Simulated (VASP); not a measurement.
Runs of VASP 6.6.1 on ZnO. The structure is that of space group P6_3mc (No. 186), or close to it. The cells are those of the table. 

| task | potentials or basis | cell | k mesh | cutoff (eV) | smearing | second run | gap on the mesh (eV) | pressure (GPa) | largest force (eV/Å) |
| --- | --- | --- | --- | --- | --- | --- | --- | --- | --- |
| single point | VASP PAW PBE potentials, release 64 (Zn, O) | a = 3.249, b = 3.249, c = 5.204 Å, angles 90.0, 90.0, 120.0°, 4 atoms | 6 × 6 × 4 | 520 | gaussian 0.1 eV | - | 0.79 | 6.0 | 0.03 |
| relaxation of cell and atoms | VASP PAW PBE potentials, release 64 (Zn, O) | relaxed from a = 3.249, b = 3.249, c = 5.204 Å, angles 90.0, 90.0, 120.0°, 4 atoms | 6 × 6 × 4 | 600 | gaussian 0.1 eV | - | 0.73 | -0.1 | 0.02 |
| single point | VASP PAW PBE potentials, release 64 (Zn, O) | a = 3.280, b = 3.280, c = 5.293 Å, angles 90.0, 90.0, 120.0°, 4 atoms | 12 × 12 × 6 | 520 | gaussian 0.02 eV | - | 0.73 | 0.9 | - |
| single point | VASP PAW PBE potentials, release 64 (Zn, O) | a = 3.278, b = 3.278, c = 5.284 Å, angles 90.0, 90.0, 120.0°, 4 atoms | 6 × 6 × 4 | 520 | gaussian 0.1 eV | - | 0.73 | 1.2 | 0.02 |
| single point | VASP PAW PBE potentials, release 64 (Zn, O_h) | a = 3.249, b = 3.249, c = 5.204 Å, angles 90.0, 90.0, 120.0°, 4 atoms | 6 × 6 × 4 | 910 | gaussian 0.1 eV | hard_potentials | 0.79 | (a) | 0.03 |
| single point | VASP PAW PBE potentials, release 64 (Zn, O) | a = 3.279, b = 3.279, c = 5.294 Å, angles 90.0, 90.0, 120.0°, 4 atoms | 12 × 12 × 6 | 520 | gaussian 0.01 eV | - | 0.73 | 0.9 | - |

Alike in all rows: level PBE; no spin polarisation.

Task: Fill in the values left out.

Result: (a) 5.7.

Caveats: the cutoff is under 1.25 times the usual one of these potentials, so pressure, stress and relaxed cells hold a basis-set (Pulay) error (some runs).

